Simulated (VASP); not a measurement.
A run of VASP 6.6.1:

File INCAR:

```
ALGO = Normal
EDIFF = 1E-6
ENCUT = 600
GGA = PS
GGA_COMPAT = False
ISIF = 2
ISMEAR = 0
LASPH = True
LCHARG = False
LREAL = False
LWAVE = False
NBANDS = 8
NELM = 120
PREC = Accurate
SIGMA = 0.1
```

Contents of KPOINTS:

```
k-points
0
Gamma
  8 8 8
```

Contents of POSCAR:

```
N
1.0
    0.0000000000      1.5538090000      1.5538090000
    1.5538090000      0.0000000000      1.5538090000
    1.5538090000      1.5538090000      0.0000000000
N
1
Direct
    0.0000000000      0.0000000000      0.0000000000
```

Potentials or basis: VASP PAW PBE potentials, release 64 (N).

Command:

```sh
$ cat potpaw_PBE.64/N/POTCAR > POTCAR
$ mpirun -np 1 vasp_std > vasp.out
```

Hardware: 1 thread of Intel Xeon 8259CL, on a shared host.

**Question.** Estimate the wall time of this run.

**Answer.** It took 3.3 s on 1 thread of Intel Xeon 8259CL, with other jobs on the host, peak memory 0.11 GiB. Counts: scf iterations 9, k points 29.
